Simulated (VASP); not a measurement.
Wanted: the native input for a VASP 6.6.1 run.

```
Task                   : single point
Functional             : PBEsol
Dispersion             : D3(BJ)
Potentials or basis    : VASP PAW PBE potentials, release 64 (P, B)
Cutoff                 : 520 eV
k mesh                 : 9 × 6 × 1
Occupations            : gaussian, width 0.1 eV
Spin                   : no spin polarisation
Dipole correction      : yes
Further INCAR settings : ALGO = Normal; EDIFF = 1e-06; NBANDS = 26
```

The structure of BP6 lies in POSCAR:

```
BP6
1.0
    3.3174142475      0.0000000000      0.0000000000
   -1.6587071238      5.1453560762      0.0000000000
    0.0000000000      0.0000000000     24.6840288700
P B
6 1
Direct
    0.8947174912      0.7894349824      0.3443522143
    0.3947174912      0.7894349824      0.4045877687
    0.6052825088      0.2105650176      0.4293701976
    0.0694122186      0.1381482049      0.4905487024
    0.8300705687      0.6578428178      0.4827001852
    0.2652412103      0.5276566610      0.5376363345
    0.2652412103      0.5276566610      0.6154194229
```

These files were run (other wordings do the same):

INCAR

```
PREC     = Accurate       # precision mode
ENCUT    = 520            # plane-wave cutoff, eV
EDIFF    = 1E-6           # SCF threshold, eV
ISMEAR   = 0              # smearing method
SIGMA    = 0.1            # smearing width, eV
LREAL    = F              # projectors in reciprocal space
LASPH    = T              # aspherical terms in the spheres
NELM     = 100            # most SCF steps
ALGO     = Normal         # electronic algorithm
ISIF     = 2              # what is computed and relaxed
LWAVE    = F              # write WAVECAR
LCHARG   = F              # write CHGCAR
LDIPOL   = T            
IDIPOL   = 3            
DIPOL    = 0.5 0.5 0.472
GGA      = PS             # functional
IVDW     = 12             # dispersion correction
NBANDS   = 26             # bands
```

KPOINTS

```
Automatic mesh
0
Gamma
  9 6 1
```

Potentials or basis: VASP PAW PBE potentials, release 64 (P, B).

Run with:

```console
$ cat potpaw_PBE.64/P/POTCAR potpaw_PBE.64/B/POTCAR > POTCAR
$ mpirun -np 1 vasp_std > vasp.out
```

Results of the run:

```yaml
Largest_force: 1.324 eV/Å
Dispersion_energy_per_atom: -0.200 eV
```

Caveat: three body term missing; the PAW data sets were made with another functional, which shifts forces and pressure a little.

Run time: 4.7 min on 1 thread of Intel(R) Xeon(R) 6975P-C (Granite Rapids) (shared host), peak memory 0.62 GiB.
